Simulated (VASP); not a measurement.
Input of a VASP 6.6.1 run:

File INCAR:

```
ALGO = Normal ; EDIFF = 1E-7
ENCUT = 520 ; GGA = PE
ISIF = 2 ; ISMEAR = 0
LASPH = True ; LCHARG = False
LREAL = False ; LWAVE = False
NBANDS = 28 ; NELM = 100
PREC = Accurate ; SIGMA = 0.02
```

KPOINTS

```
k-points
0
Gamma
  6 6 6
```

POSCAR

```
BaZrO3
1.0
    4.2274555943      0.0000000000      0.0000000000
    0.0000000000      4.2274555943      0.0000000000
    0.0000000000      0.0000000000      4.2274555943
Ba Zr O
1 1 3
Direct
    0.5000000000      0.5000000000      0.5000000000
    0.0000000000      0.0000000000      0.0000000000
    0.5000000000      0.0000000000      0.0000000000
    0.0000000000      0.5000000000      0.0000000000
    0.0000000000      0.0000000000      0.5000000000
```

Potentials or basis: VASP PAW PBE potentials, release 64 (Ba_sv, Zr_sv, O).

Launch:

```sh
$ cat potpaw_PBE.64/Ba_sv/POTCAR potpaw_PBE.64/Zr_sv/POTCAR potpaw_PBE.64/O/POTCAR > POTCAR
$ mpirun -np 1 vasp_std > vasp.out
```

Q: What does it give for the pressure?

A: 0.9 GPa.

Q: Estimate the band gap on the k mesh.

A: 3.13 eV, indirect (least direct gap 3.38 eV).

Caveat: spin-orbit coupling is left out, which moves the levels of the heavy elements. PBE gaps usually lie below the measured ones, often by a third to a half.
